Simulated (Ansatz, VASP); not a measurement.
# AgCl: VASP beside Ansatz

File INCAR:

```
SYSTEM = AgCl
  PREC = Accurate
  ENCUT = 520
  EDIFF = 1E-6
  ISMEAR = 0
  SIGMA = 0.05
  LREAL = .FALSE.
  LASPH = .TRUE.
  NELM = 60
  ALGO = Normal
  ISIF = 2
  LWAVE = .FALSE.
  LCHARG = .TRUE.
  GGA = PE
  LELF = .TRUE.
  LVHAR = .TRUE.
  NBANDS = 16
```

KPOINTS

```
regular mesh
0
G
  8 8 8
  0 0 0
```

File POSCAR:

```
AgCl
1.0
    0.0000000000      2.5512980000      2.7731500000
    2.5512980000      0.0000000000      2.7731500000
    2.5512980000      2.5512980000      0.0000000000
Ag Cl
1 1
Direct
    0.5000000000      0.5000000000      0.5000000000
    0.0000000000      0.0000000000      0.0000000000
```

Input for Ansatz:

```yaml
crystal:
  lattice:
    - [0.0, 2.551298, 2.77315]
    - [2.551298, 0.0, 2.77315]
    - [2.551298, 2.551298, 0.0]
  atoms:
    - { symbol: Ag, position: [0.5, 0.5, 0.5] }
    - { symbol: Cl, position: [0.0, 0.0, 0.0] }
basis:
  ecutwfc: 420
kpoints:
  mp_grid: { grid: [8, 8, 8] }
hamiltonian:
  xc: pbe
scf:
  occupations: { method: gaussian, width: 0.05 }
output:
  forces: true
  stress: true
  eigenvalues: true
```

Change from the starting cell: strain -0.080 along x and y, +0.000 along z, atoms carried along.

Alike in both runs: task single point; functional PBE; k mesh 8 × 8 × 8; occupations gaussian, width 0.05 eV; no spin polarisation.

```csv
,VASP,Ansatz
version,VASP 6.6.1,Ansatz 0.2.0
potentials or method,"VASP PAW PBE potentials, release 64 (Ag, Cl), cutoff 520 eV","scalar-relativistic, plane waves, PAW"
valence electrons in the cell,18,26
```

|  | VASP | Ansatz | Ansatz less VASP |
| --- | --- | --- | --- |
| gap on the k mesh at the Fermi level (eV) | 0.65 | 0.66 | +0.004 |
| least direct gap on the mesh (eV) | 3.34 | 3.32 | -0.013 |
| pressure (GPa) | 15.3 | 15.5 | +0.21 |
| traceless stress, the component that is largest in VASP (GPa) | -5.49 | -5.53 | -0.044 |

VASP's potentials hold 18 valence electrons a cell and Ansatz's 26, so a difference there can come from the potentials and not from the codes.
